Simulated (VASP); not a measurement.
The system is Al3Cu.

```
CELL_PARAMETERS angstrom
2.80298 0.00000 0.00000
0.00000 2.80298 0.00000
0.00000 0.00000 7.67580
ATOMIC_POSITIONS crystal
Al 0.00000 0.00000 0.50000
Al 0.50000 0.50000 0.22278
Al 0.50000 0.50000 0.77722
Cu 0.00000 0.00000 0.00000
```

Base run:

```yaml
Program: VASP 6.6.1
Functional: PBEsol
Potentials_or_basis: VASP PAW PBE potentials, release 64 (Al, Cu)
Cutoff: 520 eV
k_mesh: 16 × 16 × 6
Occupations: gaussian, width 0.1 eV
Spin: no spin polarisation
```

Its results: band gap on the k mesh zero (bands 10 and 11 overlap by 5.96 eV); pressure -2.5 GPa; largest force 0.122 eV/Å.

Question: The run is repeated on the same cell with these changes: functional from PBEsol to r2SCAN; further incar settings from ALGO = Fast; EDIFF = 1e-07; NBANDS = 18 to ALGO = Normal; EDIFF = 1e-06; NBANDS = 18. What comes out?

Answer: Band gap on the k mesh zero (bands 10 and 11 overlap by 6.28 eV); pressure -3.5 GPa; largest force 0.048 eV/Å.

Caveats: the PAW data sets were made with another functional, which shifts forces and pressure a little; the cell stands under tension (at least some runs).
